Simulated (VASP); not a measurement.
Wanted: the native input for a VASP 6.6.1 run.

```
Task                   : single point
Functional             : PBE
Potentials or basis    : VASP PAW PBE potentials, release 64 (Cu, O)
Cutoff                 : 520 eV
k mesh                 : 5 × 5 × 3
Occupations            : gaussian, width 0.05 eV
Spin                   : collinear spin, ferromagnetic start
Starting moments       : [1.0, 1.0, 0.0, 0.0] μB
Hubbard terms          : Cu d U = 4.0 eV
Dipole correction      : no
Further INCAR settings : ALGO = Normal; EDIFF = 1e-06; NBANDS = 29
```

The structure of CuO (Tenorite) lies in POSCAR:

```
CuO
1.0
    2.3418500000     -1.7113000000      0.0000000000
    2.3418500000      1.7113000000      0.0000000000
   -0.8500274268      0.0000000000      5.0578693947
Cu O
2 2
Direct
    0.0000000000      0.5000000000      0.0000000000
    0.5000000000      0.0000000000      0.5000000000
    0.5816000000      0.4184000000      0.2500000000
    0.4184000000      0.5816000000      0.7500000000
```

The input as run:

INCAR

```
SYSTEM = CuO
PREC = Accurate
ENCUT = 520
EDIFF = 1E-6
ISMEAR = 0
SIGMA = 0.05
LREAL = .FALSE.
LASPH = .TRUE.
NELM = 150
ALGO = Normal
ISIF = 2
LWAVE = .FALSE.
LCHARG = .TRUE.
ISPIN = 2
MAGMOM = 1 1 0 0
LORBIT = 11
LMAXMIX = 4
LDAU = .TRUE.
LDAUTYPE = 2
LDAUL = 2 -1
LDAUU = 4 0
LDAUJ = 0 0
LDAUPRINT = 1
GGA = PE
LELF = .TRUE.
LVHAR = .TRUE.
NBANDS = 29
```

KPOINTS

```
regular mesh
0
G
  5 5 3
  0 0 0
```

Potentials or basis: VASP PAW PBE potentials, release 64 (Cu, O).

The run is started by

```bash
$ cat potpaw_PBE.64/Cu/POTCAR potpaw_PBE.64/O/POTCAR > POTCAR
$ mpirun -np 1 vasp_std > vasp.out
```

It gave:

```
Pressure                                              : 4.9 GPa
Largest force                                         : 0.055 eV/Å
Net moment                                            : 2.00 μB per cell
Site moments                                          : Cu +0.66; O +0.30 μB
Valence electrons inside the program's atomic spheres : Cu 9.91; O 5.00
```

Caveat: the k points lie up to 0.46 Å⁻¹ apart.

Run time: 38 s on 1 thread of AMD EPYC 9R45 96-Core Processor (Zen 5) (shared host), peak memory 0.16 GiB.
